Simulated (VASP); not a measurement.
Set up this calculation in VASP 6.6.1, as the native input.

* Task: single point
* Functional: revPBE
* Potentials or basis: VASP PAW PBE potentials, release 64 (Sn_d)
* Cutoff: 520 eV
* k mesh: 11 × 11 × 11
* Occupations: fermi-dirac, width 0.1 eV
* Spin: no spin polarisation
* Dipole correction: no
* Further INCAR settings: ALGO = Normal; EDIFF = 1e-06; NBANDS = 13

The structure of Sn lies in POSCAR:

```
Sn
1.0
    3.1466187444      0.0000000000      0.0000000000
    0.0000000000      3.1466187444      0.0000000000
    0.0000000000      0.0000000000      3.1466187444
Sn
1
Direct
    0.0000000000      0.0000000000      0.0000000000
```

This cell differs from its parent crystal: volume scaled by 1.04.

The input as run:

INCAR

```
PREC     = Accurate       # precision mode
ENCUT    = 520            # plane-wave cutoff, eV
EDIFF    = 1E-6           # SCF threshold, eV
ISMEAR   = -1             # smearing method
SIGMA    = 0.1            # smearing width, eV
LREAL    = F              # projectors in reciprocal space
LASPH    = T              # aspherical terms in the spheres
NELM     = 80             # most SCF steps
ALGO     = Normal         # electronic algorithm
ISIF     = 2              # what is computed and relaxed
LWAVE    = F              # write WAVECAR
LCHARG   = T              # write CHGCAR
GGA      = RE             # functional
LELF     = T              # ELF
LVHAR    = T            
NBANDS   = 13             # bands
```

KPOINTS

```
Automatic mesh
0
Gamma
  11 11 11
```

Potentials or basis: VASP PAW PBE potentials, release 64 (Sn_d).

Command:

```console
$ cat potpaw_PBE.64/Sn_d/POTCAR > POTCAR
$ mpirun -np 1 vasp_std > vasp.out
```

It gave:

| Quantity | Value |
| --- | --- |
| Pressure | -1.2 GPa |
| Band gap on the k mesh | zero (band 7 reaches 11.45 eV, above the bottom of band 8 at 4.68 eV) |

Caveat: the PAW data sets were made with another functional, which shifts forces and pressure a little; spin-orbit coupling is left out, which moves the levels of the heavy elements.

Wall time 20 s on 1 thread of Intel Xeon 8259CL, on a shared host, peak memory 0.14 GiB.
